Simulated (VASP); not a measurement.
Wanted: the native input for a VASP 6.6.1 run.

```yaml
Task: relaxation of cell and atoms
Functional: r2SCAN
Potentials_or_basis: VASP PAW PBE potentials, release 64 (Be)
Cutoff: 600 eV
k_mesh: 14 × 14 × 14
Occupations: fermi-dirac, width 0.1 eV
Spin: no spin polarisation
Dipole_correction: no
Further_INCAR_settings: ALGO = Normal; EDIFF = 1e-07; IBRION = 2; EDIFFG = -0.02; NSW = 80; ISIF = 3
```

Crystal: Be.

```
Be
1.0
    -1.25312    1.25312    1.25312
     1.25312   -1.25312    1.25312
     1.25312    1.25312   -1.25312
Be
1
Direct
  0.00000 0.00000 0.00000
```

This isn't the form of Be at room conditions, which is hcp.

These files were run (other wordings do the same):

POSCAR

```
Be
1.0
   -1.2531210000      1.2531210000      1.2531210000
    1.2531210000     -1.2531210000      1.2531210000
    1.2531210000      1.2531210000     -1.2531210000
Be
1
Direct
    0.0000000000      0.0000000000      0.0000000000
```

INCAR.step1

```
SYSTEM = Be
PREC = Accurate
ENCUT = 600
ISMEAR = -1
SIGMA = 0.1
LREAL = .False.
LASPH = .True.
NELM = 60
GGA = PE
ALGO = Normal
EDIFF = 1E-4
LWAVE = .True.
LCHARG = .False.
```

INCAR.step2

```
SYSTEM = Be
PREC = Accurate
ENCUT = 600
EDIFF = 1E-7
ISMEAR = -1
SIGMA = 0.1
LREAL = .False.
LASPH = .True.
NELM = 60
ALGO = Normal
ISIF = 3
LWAVE = .False.
LCHARG = .False.
METAGGA = R2SCAN
LMIXTAU = .True.
IBRION = 2
NSW = 80
EDIFFG = -0.02
ISTART = 1
```

KPOINTS

```
Automatic mesh
0
Gamma
  14 14 14
  0 0 0
```

Potentials or basis: VASP PAW PBE potentials, release 64 (Be).

Command:

```console
$ cat potpaw_PBE.64/Be/POTCAR > POTCAR
$ cp INCAR.step1 INCAR
$ mpirun -np 1 vasp_std > vasp.out
$ cp INCAR.step2 INCAR
$ mpirun -np 1 vasp_std > vasp.out
```

Results of the run:

```yaml
Relaxed_volume: 7.84 Å³/atom
Relaxed_cell: a = 2.167 Å, b = 2.167 Å, c = 2.167 Å, α = 109.47°, β = 109.47°, γ = 109.47°
Space_group_after_relaxing_to_0.1_Å: Im-3m (No. 229)
Energy_gained_by_relaxing: 0.1 meV/atom
Ionic_steps: 2
Pressure_after_relaxing: -0.1 GPa
Band_gap_on_the_k_mesh: zero (bands 1 and 2 overlap by 5.69 eV)
```

Caveat: the PAW data sets were made with another functional, which shifts forces and pressure a little.

Wall time 20 s on 1 thread of Intel(R) Xeon(R) Platinum 8488C (Sapphire Rapids), on a shared host, peak memory 0.11 GiB.
